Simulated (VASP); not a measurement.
# Cd (P-1) in VASP: relaxation of cell and atoms with pbe exchange, lda correlation

Aim: the relaxation of cell and atoms of Cd with pbe exchange, lda correlation.

All numbers are computed with VASP 6.6.1; they aren't measurements. Logs are shortened: lines on timing, memory, paths and dates and some standing lists are left out, and cuts for length are marked.

## (1) The cell of the first run

The typed cell holds 1 atom: a = 3.112 Å, b = 3.195 Å, c = 3.058 Å, α = 60.14°, β = 59.82°, γ = 62.20°.

## (2) Relaxation of cell and atoms, pbe exchange, lda correlation

INCAR reads:

```
SYSTEM = Cd
PREC = Accurate
ENCUT = 500
EDIFF = 1E-7
ISMEAR = -1
SIGMA = 0.05
LREAL = .False.
LASPH = .True.
NELM = 120
ALGO = Normal
ISIF = 3
LWAVE = .False.
LCHARG = .False.
GGA = LIBXC
LIBXC1 = GGA_X_PBE
LIBXC2 = LDA_C_PW
IBRION = 2
NSW = 80
EDIFFG = -0.02
GGA_COMPAT = .False.
NELMIN = 4
```

KPOINTS reads:

```
Automatic mesh
0
Gamma
  10 10 10
  0 0 0
```

POSCAR reads:

```
Cd
1.0
   -0.0294530000      2.2169650000      2.1843140000
    2.2834420000     -0.0784440000      2.2333050000
    2.1707150000      2.1532280000      0.0342840000
Cd
1
Direct
   -0.0561740000      0.0243460000      0.0314100000
```

Potentials or basis: VASP PAW PBE potentials, release 64 (Cd).

On the command line:

```
$ cat potpaw_PBE.64/Cd/POTCAR > POTCAR
$ mpirun -np 1 vasp_std > vasp.out
```

OUTCAR:

```text
SYSTEM = Cd
   PREC = Accurate
   ENCUT = 500
   EDIFF = 1E-7
   ISMEAR = -1
   LREAL = .False.
   LASPH = .True.
   NELM = 120
   ISIF = 3
   GGA = LIBXC
   IBRION = 2
   NSW = 80
   EDIFFG = -0.02
   NELMIN = 4

 ion  position               nearest neighbor table
   1  0.944  0.024  0.031-

  LATTYP: Found a triclinic cell.
 ALAT       =     3.0769190165
 B/A-ratio  =     1.0591616822
 C/A-ratio  =     0.9937559655
 COS(alpha) =     0.0080057329
 COS(beta)  =     0.4852075460
 COS(gamma) =     0.5115639583

  Lattice vectors:

 A1 = (  -2.2001680000,   0.0637370000,   2.1500300000)
 A2 = (  -2.3128950000,   2.2954090000,  -0.0489910000)
 A3 = (  -2.1707150000,  -2.1532280000,  -0.0342840000)

Analysis of symmetry for initial positions (statically):
=====================================================================
 Subroutine PRICEL returns:
 Original cell was already a primitive cell.

 Routine SETGRP: Setting up the symmetry group for a
 triclinic supercell.

 Subroutine GETGRP returns: Found  2 space group operations
 (whereof  1 operations were pure point group operations)
 out of a pool of  2 trial point group operations.

The static configuration has the point symmetry C_1 .
 The point group associated with its full space group is S_2 .

Analysis of symmetry for dynamics (positions and initial velocities):
=====================================================================
 Subroutine PRICEL returns:
 Original cell was already a primitive cell.

 Routine SETGRP: Setting up the symmetry group for a
 triclinic supercell.

 Subroutine GETGRP returns: Found  2 space group operations
 (whereof  1 operations were pure point group operations)
 out of a pool of  2 trial point group operations.

The dynamic configuration has the point symmetry C_1 .
 The point group associated with its full space group is S_2 .

 Subroutine INISYM returns: Found  2 space group operations
 (whereof  1 operations are pure point group operations),
 and found     1 'primitive' translations

----------------------------------------------------------------------------------------

                                     Primitive cell

  volume of cell :      21.8274

  direct lattice vectors                    reciprocal lattice vectors
    -0.029453000  2.216965000  2.184314000    -0.220433857  0.218513287  0.233057725
     2.283442000 -0.078444000  2.233305000     0.211995639 -0.217274011  0.223380332
     2.170715000  2.153228000  0.034284000     0.234682036  0.231522090 -0.231818448

  length of vectors
     3.112399226  3.194982324  3.057706628     0.388143073  0.376893777  0.403011078

  position of ions in fractional coordinates (direct lattice)
     0.943826000  0.024346000  0.031410000

  ion indices of the primitive-cell ions
   primitive index   ion index
                 1           1

----------------------------------------------------------------------------------------

 KPOINTS: Automatic mesh

Automatic generation of k-mesh.
 Grid dimensions read from file:
 generate k-points for:   10   10   10

 Generating k-lattice:

  Cartesian coordinates                     Fractional coordinates (reciprocal lattice)
    -0.022043386  0.021851329  0.023305773     0.100000000  0.000000000  0.000000000
     0.021199564 -0.021727401  0.022338033     0.000000000  0.100000000 -0.000000000
     0.023468204  0.023152209 -0.023181845     0.000000000  0.000000000  0.100000000

  Length of vectors
     0.038814307  0.037689378  0.040301108

  Shift w.r.t. Gamma in fractional coordinates (k-lattice)
     0.000000000  0.000000000  0.000000000

 Subroutine IBZKPT returns following result:
 ===========================================

 Found    504 irreducible k-points:

 Following reciprocal coordinates:
            Coordinates               Weight
  0.000000  0.000000  0.000000      1.000000
  0.100000 -0.000000  0.000000      2.000000
  0.200000 -0.000000  0.000000      2.000000
  0.300000  0.000000  0.000000      2.000000
  0.400000  0.000000  0.000000      2.000000
  0.500000  0.000000  0.000000      1.000000
[... 16 lines left out ...]
 -0.400000  0.200000 -0.000000      2.000000
 -0.300000  0.200000 -0.000000      2.000000
 [... further k-points ...]
   k-points           NKPTS =    504   k-points in BZ     NKDIM =    504   number of bands    NBANDS=     10
   number of dos      NEDOS =    301   number of ions     NIONS =      1
   total plane-waves  NPLWV =  13824
   dimension x,y,z NGX =    24 NGY =   24 NGZ =   24
   dimension x,y,z NGXF=    48 NGYF=   48 NGZF=   48
   ions per type =               1
   NGX,Y,Z   is equivalent  to a cutoff of  12.82, 12.49, 13.05 a.u.
   NGXF,Y,Z  is equivalent  to a cutoff of  25.64, 24.98, 26.10 a.u.
 SYSTEM =  Cd
   PREC   = accura    normal or accurate (medium, high low for compatibility)
   ISTART =      0    job   : 0-new  1-cont  2-samecut
   ICHARG =      2    charge: 1-file 2-atom 10-const
   ISPIN  =      1    spin polarized calculation?
   LNONCOLLINEAR =      F non collinear calculations
   LSORBIT =      F    spin-orbit coupling
   LASPH  =      T    aspherical Exc in radial PAW
   ENCUT  =  500.0 eV  36.75 Ry    6.06 a.u.   5.67  5.83  5.57*2*pi/ulx,y,z
   NELM   =    120;   NELMIN=  4; NELMDL= -5     # of ELM steps
   EDIFF  = 0.1E-06   stopping-criterion for ELM
   LREAL  =      F    real-space projection
   EDIFFG = -.2E-01   stopping-criterion for IOM
   NSW    =     80    number of steps for IOM
   IBRION =      2    ionic relax: 0-MD 1-quasi-New 2-CG
   NFREE  =      1    steps in history (QN), initial steepest desc. (CG)
   ISIF   =      3    stress and relaxation
   ISYM   =      2    0-nonsym 1-usesym 2-fastsym
   POTIM  = 0.5000    time-step for ionic-motion
   TEBEG  =    0.0;   TEEND  =   0.0 temperature during run
   PSTRESS=    0.0 pullay stress
   NELECT =      12.0000    total number of electrons
   NUPDOWN=      -1.0000    fix difference up-down
   EMIN   =  10.00;   EMAX   =-10.00  energy-range for DOS
   EFERMI =   0.00;   METHOD = LEGACY
   ISMEAR =    -1;   SIGMA  =   0.05  broadening in eV -4-tet -1-fermi 0-gaus
   EFERMI_NEDOS =   21; number of points for ismear=-14 and -15
   IALGO  =     38    algorithm
   IMIX   =      4    mixing-type and parameters
     AMIX     =   0.40;   BMIX     =  1.00
     AMIX_MAG =   1.60;   BMIX_MAG =  1.00
  volume/ion in A,a.u.               =      21.83       147.30
  Fermi-wavevector in a.u.,A,eV,Ry     =   1.341120  2.534350 24.471487  1.798604
  Thomas-Fermi vector in A             =   2.469379
   LORBIT       =      0    0 simple, 1 ext, 2 COOP (PROOUT), +10 PAW based schemes
   GGA     = LIBXC    functional components
   LHFCALC =     F    Hartree Fock is set to
   AEXX    =    0.0000 exact exchange contribution
   IVDW    =     0    specifies the selected vdW correction
   LEPSILON=     F    determine dielectric tensor
   LRPA    =     F    only Hartree local field effects (RPA)
 conjugate gradient relaxation of ions
 non-spin polarized calculation
  energy-cutoff  :      500.00
  volume of cell :       21.83
 maximum number of plane-waves:       570
   NGX = 11   NGY = 11   NGZ = 11

--------------------------------------- Ionic step        1  -------------------------------------------

 number of electron      12.0000004 magnetization

 Free energy of the ion-electron system (eV)
  ---------------------------------------------------
  ext. energy  EPLUGINS =         0.00000000
  ---------------------------------------------------
  free energy    TOTEN  =         0.26281584 eV

  energy without entropy =        0.26505856  energy(sigma->0) =        0.26393720

 E-fermi :   3.0020     XC(G=0): -10.7503

 val. band max:        2.9988508491   @ k =  -0.2000   0.5000   0.1000
 cond. band min:       3.0237195845   @ k =  -0.0000  -0.4000   0.4000
 fundamental gap:      0.0248687354
 Fermi energy:         3.0019573040

 k-point     1 :       0.0000    0.0000    0.0000
  band No.  band energies     occupation
      1      -6.5579      2.00000
      2      -6.4300      2.00000
      3      -6.3415      2.00000
      4      -5.9992      2.00000
      5      -5.9408      2.00000
      6      -5.7575      2.00000
      7      16.0432      0.00000
      8      17.3376      0.00000
      9      18.1882      0.00000
     10      19.3095      0.00000
[... 287 lines left out ...]
 k-point    24 :      -0.3000    0.2000   -0.0000
  band No.  band energies     occupation
      1      -6.6638      2.00000
      2      -6.4489      2.00000
      3      -6.0932      2.00000
      4      -6.0152      2.00000
      5      -5.8346      2.00000
      6      -1.3070      2.00000
      7       6.2676      0.00000
      8       8.9300      0.00000
      9      15.3119      0.00000
     10      16.8842      0.00000

 [... further k-points ...]

------------------------ aborting loop because EDIFF is reached ----------------------------------------

  FORCE on cell =-STRESS in cart. coord.  units (eV):
  Direction    XX          YY          ZZ          XY          YZ          ZX
  --------------------------------------------------------------------------------------
  -------------------------------------------------------------------------------------
  Total        1.4554876      1.4406226      1.4723833      0.0124530     -0.0616183     -0.0408599
  in kB      106.8357278    105.7446094    108.0759106      0.9140755     -4.5229054     -2.9991967
  external PRESSURE =     106.8854159 kB  Pullay stress =       0.0000000 kB
[... 160 lines left out ...]
  energy  without entropy=        0.0863702814  energy(sigma->0) =        0.08491881

--------------------------------------- Ionic step        6  -------------------------------------------

 number of electron      12.0000003 magnetization

 Free energy of the ion-electron system (eV)
  ---------------------------------------------------
  ext. energy  EPLUGINS =         0.00000000
  ---------------------------------------------------
  free energy    TOTEN  =         0.08334152 eV

  energy without entropy =        0.08610356  energy(sigma->0) =        0.08472254

 E-fermi :   0.9925     XC(G=0):  -9.1759

 val. band max:        0.9749719742   @ k =   0.1000   0.5000   0.1000
 cond. band min:       0.9933372918   @ k =  -0.3000   0.3000   0.5000
 fundamental gap:      0.0183653176
 Fermi energy:         0.9924686418

 k-point     1 :       0.0000    0.0000    0.0000
  band No.  band energies     occupation
      1      -7.7716      2.00000
      2      -7.7026      2.00000
      3      -7.6682      2.00000
      4      -7.4965      2.00000
      5      -7.4685      2.00000
      6      -5.6991      2.00000
      7      11.6408      0.00000
      8      12.7878      0.00000
      9      13.5618      0.00000
     10      14.5853      0.00000
[... 287 lines left out ...]
 k-point    24 :      -0.3000    0.2000   -0.0000
  band No.  band energies     occupation
      1      -7.7984      2.00000
      2      -7.6867      2.00000
      3      -7.5349      2.00000
      4      -7.4659      2.00000
      5      -7.4046      2.00000
      6      -2.3784      2.00000
      7       3.7040      0.00000
      8       5.8254      0.00000
      9      10.8073      0.00000
     10      13.0305      0.00000

 [... further k-points ...]

------------------------ aborting loop because EDIFF is reached ----------------------------------------

  FORCE on cell =-STRESS in cart. coord.  units (eV):
  Direction    XX          YY          ZZ          XY          YZ          ZX
  --------------------------------------------------------------------------------------
  -------------------------------------------------------------------------------------
  Total       -0.0073437      0.0026037      0.0193553      0.0079301      0.0066264     -0.0011399
  in kB       -0.3945456      0.1398832      1.0398704      0.4260500      0.3560083     -0.0612443
  external PRESSURE =       0.2617360 kB  Pullay stress =       0.0000000 kB
[... 16 lines left out ...]
  FREE ENERGIE OF THE ION-ELECTRON SYSTEM (eV)
  ---------------------------------------------------
  free  energy   TOTEN  =         0.0833415203 eV

  energy  without entropy=        0.0861035628  energy(sigma->0) =        0.08472254

 reached required accuracy - stopping structural energy minimisation
```

Wall time 6 min (1 thread of Intel Xeon Platinum 8259CL at 2.50GHz (Skylake/Cascade Lake), shared host); peak memory 0.24 GiB.

What came out:

```
Free energy                           : 0.0833 eV
Relaxed volume                        : 29.82 Å³/atom
Relaxed cell                          : a = 3.439 Å, b = 3.538 Å, c = 3.394 Å, α = 60.48°, β = 60.16°, γ = 62.32°
Space group after relaxing (to 0.1 Å) : C2/m (No. 12)
Energy gained by relaxing             : 179.5 meV/atom
Ionic steps                           : 6
Pressure after relaxing               : 0.0 GPa
Band gap on the k mesh                : zero (bands 6 and 7 overlap by 1.78 eV)
```

Step by step:
| step | energy change (eV) | largest force (eV/Å) | pressure (GPa) | volume (Å³) |
| --- | --- | --- | --- | --- |
| 1 | 0.0000 | 0.0000 | 10.69 | 21.83 |
| 2 | -0.1646 | 0.0000 | 1.81 | 26.76 |
| 3 | -0.1757 | 0.0000 | 0.78 | 28.17 |
| 4 | -0.1783 | 0.0000 | -0.27 | 31.13 |
| 5 | -0.1793 | 0.0000 | -0.11 | 30.29 |
| 6 | -0.1795 | 0.0000 | 0.03 | 29.82 |

Final structure:
```yaml
crystal:
  lattice:
    - [-0.03732, 2.44726, 2.41626]
    - [2.52672, -0.09517, 2.47422]
    - [2.41050, 2.38865, 0.02142]
  atoms:
    - { symbol: Cd, position: [0.94383, 0.02435, 0.03141] }
```

Levels at points of the mesh, in eV from the Fermi level:
| k point | band 2 | band 3 | band 4 | band 5 | band 6 | band 7 | band 8 | band 9 | band 10 |
| --- | --- | --- | --- | --- | --- | --- | --- | --- | --- |
| (0.00, 0.00, 0.00) | -8.70 | -8.66 | -8.49 | -8.46 | -6.69 | 10.65 | 11.80 | 12.57 | 13.59 |
| (0.50, 0.00, 0.00) | -8.73 | -8.64 | -8.34 | -8.25 | -1.81 | -1.03 | 9.73 | 10.05 | 12.65 |
| (0.00, 0.50, 0.00) | -8.71 | -8.67 | -8.33 | -8.29 | -2.25 | -1.17 | 10.44 | 10.48 | 12.90 |
| (0.50, 0.50, 0.00) | -8.91 | -8.31 | -8.24 | -8.23 | 0.16 | 0.42 | 4.90 | 6.44 | 8.49 |
| (0.00, 0.00, 0.50) | -8.75 | -8.64 | -8.30 | -8.25 | -1.35 | -0.87 | 8.94 | 9.65 | 12.38 |
| (0.50, 0.00, 0.50) | -8.91 | -8.33 | -8.24 | -8.23 | 0.04 | 0.26 | 5.42 | 6.22 | 8.99 |
| (0.00, 0.50, 0.50) | -8.91 | -8.33 | -8.25 | -8.22 | -0.04 | 0.14 | 5.76 | 6.09 | 9.30 |
| (0.50, 0.50, 0.50) | -8.75 | -8.63 | -8.32 | -8.25 | -1.52 | -0.93 | 9.20 | 9.78 | 12.55 |

Caveat: the volume moved by over 15 % at a fixed basis, so the end points are rough; the PAW data sets were made with another functional, which shifts forces and pressure a little.
